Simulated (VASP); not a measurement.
A run of VASP 6.6.1 is set up as follows.

INCAR

```
PREC = Accurate
ENCUT = 520
EDIFF = 1E-7
ISMEAR = 0
SIGMA = 0.1
LREAL = False
LASPH = True
NELM = 60
ALGO = Normal
ISIF = 2
LWAVE = False
LCHARG = True
GGA = PE
LELF = True
LVHAR = True
NBANDS = 22
```

Contents of KPOINTS:

```
Automatic mesh
0
Gamma
  6 6 4
```

The input POSCAR:

```
Sr
1.0
    6.6941615058      0.0000000000      0.0000000000
   -3.3470807529      5.7973139211      0.0000000000
    0.0000000000      0.0000000000      4.0977661559
Sr
3
Direct
    0.3337340991      0.0000000000      0.3333333333
    0.0000000000      0.3337340991      0.6666666667
    0.6662659009      0.6662659009      0.0000000000
```

Potentials or basis: VASP PAW PBE potentials, release 64 (Sr_sv).

Run with:

```bash
$ cat potpaw_PBE.64/Sr_sv/POTCAR > POTCAR
$ mpirun -np 1 vasp_std > vasp.out
```

(1) Estimate the pressure.

(2) What does it give for the band gap on the k mesh?

Results:

(1) 0.2 GPa.

(2) zero (band 15 reaches 1.93 eV, above the bottom of band 16 at 1.53 eV).

Caveat: the k points lie up to 0.38 Å⁻¹ apart.
